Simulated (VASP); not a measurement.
KF: single point with PBE

KF:

```
CELL_PARAMETERS angstrom
0.00000 2.55260 2.70178
2.55260 0.00000 2.70178
2.55260 2.55260 0.00000
ATOMIC_POSITIONS crystal
K 0.00000 0.00000 0.00000
F 0.50000 0.50000 0.50000
```

This cell differs from its parent crystal: epitaxial xy strain -4.0%.

- Program: VASP 6.6.1
- Task: single point
- Functional: PBE
- Potentials or basis: VASP PAW PBE potentials, release 64 (K_sv, F)
- Cutoff: 520 eV
- k mesh: 8 × 8 × 8
- Occupations: fermi-dirac, width 0.02 eV
- Spin: no spin polarisation

```json
{
 "Pressure": "5.3 GPa",
 "Band gap on the k mesh": "6.54 eV, direct"
}
```

Stress tensor (GPa, compression positive):
```
6.87 0.00 0.00
0.00 6.87 0.00
0.00 0.00 2.14
```

Levels at points of the mesh, in eV from the valence-band top:
| k point | band 6 | band 7 | band 8 | band 9 | band 10 | band 11 |
| --- | --- | --- | --- | --- | --- | --- |
| (0.00, 0.00, 0.00) | -0.11 | 0.00 | 0.00 | 6.54 | 10.64 | 11.00 |
| (0.50, 0.00, 0.00) | -0.93 | -0.47 | -0.46 | 9.35 | 11.17 | 12.27 |
| (0.50, 0.50, 0.00) | -0.31 | -0.03 | -0.03 | 8.36 | 10.73 | 12.07 |
| (0.50, 0.00, 0.50) | -0.15 | -0.14 | -0.02 | 8.17 | 10.73 | 12.60 |

Run time: 12 s on 1 thread of Intel(R) Xeon(R) 6975P-C (Granite Rapids), with other jobs on the host, peak memory 0.16 GiB.

Caveat: the cell differs from its parent crystal (epitaxial xy strain -4.0%). A k mesh can miss the band edges.
